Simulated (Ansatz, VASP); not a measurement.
**GaSb2 in VASP and in Ansatz**

INCAR

```
PREC = Accurate
ENCUT = 500
EDIFF = 1E-7
ISMEAR = 0
SIGMA = 0.1
LREAL = F
LASPH = T
NELM = 120
ALGO = Normal
ISIF = 3
LWAVE = F
LCHARG = F
GGA = PE
IBRION = 2
NSW = 90
EDIFFG = -0.04
GGA_COMPAT = F
NELMIN = 4
```

The input KPOINTS:

```
Automatic mesh
0
Gamma
  6 6 2
```

POSCAR

```
GaSb2
1.0
    3.3334311900      0.0000000000      0.0000000000
   -1.6667155900      2.8868360900      0.0000000000
    0.0000000000      0.0000000000      8.4271885400
Ga Sb
1 2
Direct
    0.0000000000      0.0000000000      0.5000000000
    0.0000000000      0.0000000000      0.8352927100
    0.0000000000      0.0000000000      0.1647072900
```

Input for Ansatz:

```yaml
crystal:
  lattice:
    - [3.33343119, 0.0, 0.0]
    - [-1.66671559, 2.88683609, 0.0]
    - [0.0, 0.0, 8.42718854]
  atoms:
    - { symbol: Ga, position: [0.0, 0.0, 0.5] }
    - { symbol: Sb, position: [0.0, 0.0, 0.83529271] }
    - { symbol: Sb, position: [0.0, 0.0, 0.16470729] }
basis:
  ecutwfc: 420
kpoints:
  mp_grid: { grid: [6, 6, 2] }
hamiltonian:
  xc: pbe
scf:
  occupations: { method: gaussian, width: 0.1 }
  lower_state_search: "off"
output:
  forces: true
  stress: true
  eigenvalues: true
relax:
  adjacent_minimum: "off"
  f_tol: 0.04
  max_steps: 70
  cell: { stress_tol: 0.4 }
```

Alike in both runs: task relaxation of cell and atoms; functional PBE; k mesh 6 × 6 × 2; occupations gaussian, width 0.1 eV; no spin polarisation.

|  | VASP | Ansatz |
| --- | --- | --- |
| version | VASP 6.6.1 | Ansatz 0.2.0 |
| potentials or method | VASP PAW PBE potentials, release 64 (Ga_d, Sb_d_GW), cutoff 500 eV | scalar-relativistic, plane waves, PAW |
| valence electrons in the cell | 43 | 43 |

```csv
,VASP,Ansatz,Ansatz less VASP
"gap on the k mesh at the Fermi level, each at its own relaxed structure (eV)",none,none,-
relaxed volume (Å³/atom),27.52,26.37,-1.145
relaxed length of the cell vector where the two differ most in proportion (Å),9.110,8.784,-0.3255
```

A gap of «none» marks a metal or a gap that the smearing closes.

The k mesh is coarse, so the values compare programs but aren't converged. Neither program's run includes spin-orbit coupling.
